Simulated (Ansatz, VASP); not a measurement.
**Two plane-wave programs on KCl**

```xyz
6
Lattice="7.2842 0.0000 0.0000 -3.6421 6.3083 0.0000 0.0000 0.0000 4.4361" Properties=species:S:1:pos:R:3 pbc="T T T"
K     3.6421    0.0000    0.0000
K     1.8211    3.1542    0.0000
K    -1.8211    3.1542    0.0000
Cl    0.0000    0.0000    0.0000
Cl    0.0000    4.2055    2.2181
Cl    3.6421    2.1028    2.2181
```

Alike in both runs: functional r2SCAN; k mesh 6 × 6 × 6; occupations gaussian, width 0.02 eV; no spin polarisation.

Ansatz relaxed the structure, and its values are those at the end. VASP's run is a single point on that final structure, the one shown.

|  | VASP | Ansatz |
| --- | --- | --- |
| version | VASP 6.6.1 | Ansatz 0.2.0 |
| potentials or method | VASP PAW PBE potentials, release 64 (K_sv, Cl), cutoff 520 eV | scalar-relativistic, plane waves, PAW |
| valence electrons in the cell | 48 | 48 |

Ansatz gave:

| Item | Value |
| --- | --- |
| gap on the k mesh at the Fermi level (eV) | 4.18 |
| least direct gap on the mesh (eV) | 4.18 |
| pressure (GPa) | 0.0 |

Q: Which values does VASP return?

A: gap on the k mesh at the Fermi level (eV): 4.19; least direct gap on the mesh (eV): 4.19; pressure (GPa): 0.0.

VASP's potentials were made for PBE, not for r2SCAN. With one functional, cell and mesh, what is left measures potentials, basis and numerics.
